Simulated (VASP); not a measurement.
Runs of VASP 6.6.1 on BN. The structure is that of space group F-43m (No. 216), or close to it. The cells are those of the table. 

| task | level | cell | k mesh | cutoff (eV) | smearing | grid for exact exchange (PRECFOCK) | share of exact exchange | screening parameter | gap on the mesh (eV) | pressure (GPa) |
| --- | --- | --- | --- | --- | --- | --- | --- | --- | --- | --- |
| relaxation of cell and atoms | r2SCAN | relaxed from a = 2.563 Å, angles 60.0°, 2 atoms | 10 × 10 × 10 | 600 | fermi-dirac 0.02 eV | - | - | - | 4.98 | 0.0 |
| single point | HSE06 | a = 2.543 Å, angles 60.0°, 2 atoms | 8 × 8 × 8 | 520 | fermi-dirac 0.02 eV | Normal | 0.25 | 0.2079 1/Å | 5.79 | 0.5 |
| dielectric tensor | r2SCAN | a = 2.552 Å, angles 60.0°, 2 atoms | 10 × 10 × 10 | 520 | gaussian 0.01 eV | - | - | - | 4.98 | - |
| single point | HSE06 | a = 2.552 Å, angles 60.0°, 2 atoms | 8 × 8 × 8 | 520 | gaussian 0.01 eV | Normal | 0.25 | 0.2079 1/Å | 5.78 | (a) |

Alike in all rows: potentials or basis VASP PAW PBE potentials, release 64 (B, N); no spin polarisation.

Problem. Estimate the missing entries.

Solution. (a) -3.9.

Caveats: the PAW data sets were made with another functional, which shifts forces and pressure a little; the cell stands under tension (at least some runs).

A k mesh can miss the band edges.
